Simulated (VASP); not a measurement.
# BN: single point with r2SCAN

BN:

```
CELL_PARAMETERS angstrom
2.57323 0.00000 0.00000
-1.28661 2.22848 0.00000
0.00000 0.00000 8.45829
ATOMIC_POSITIONS crystal
B 0.00000 0.00000 0.00039
B 0.33333 0.66667 0.24969
B 0.00000 0.00000 0.50039
B 0.66667 0.33333 0.74969
N 0.00000 0.00000 0.18699
N 0.33333 0.66667 0.43793
N 0.00000 0.00000 0.68699
N 0.66667 0.33333 0.93793
```

| Item | Value |
| --- | --- |
| Program | VASP 6.6.1 |
| Task | single point |
| Functional | r2SCAN |
| Potentials or basis | VASP PAW PBE potentials, release 64 (B_h, N_h) |
| Cutoff | 1460 eV |
| k mesh | 9 × 9 × 4 |
| Occupations | gaussian, width 0.01 eV |
| Spin | no spin polarisation |
| Dipole correction | no |
| Further INCAR settings | ALGO = Normal; EDIFF = 1e-06; NBANDS = 26 |

```yaml
Pressure: -11.4 GPa
Largest_force: 0.014 eV/Å
Band_gap_on_the_k_mesh: 6.11 eV (least direct gap 8.11 eV)
```

Forces in eV/Å, atoms in the order of the input:
```
B    0.000  0.000 -0.008
B    0.000  0.000 -0.013
B    0.000  0.000 -0.008
B    0.000  0.000 -0.013
N    0.000  0.000  0.007
N    0.000  0.000  0.014
N    0.000  0.000  0.007
N    0.000  0.000  0.014
```

Levels at points of the mesh, in eV from the valence-band top:
| k point | band 14 | band 15 | band 16 | band 17 | band 18 | band 19 |
| --- | --- | --- | --- | --- | --- | --- |
| (0.00, 0.00, 0.00) | -0.13 | 0.00 | 0.00 | 9.20 | 9.20 | 9.32 |
| (0.00, 0.00, 0.50) | -0.38 | -0.38 | -0.38 | 9.68 | 9.68 | 9.68 |

It took 8.3 min on 1 thread of Intel(R) Xeon(R) Platinum 8488C (Sapphire Rapids), on a shared host, peak memory 0.46 GiB.

Caveat: the cell stands under tension; the PAW data sets were made with another functional, which shifts forces and pressure a little. A k mesh can miss the band edges.
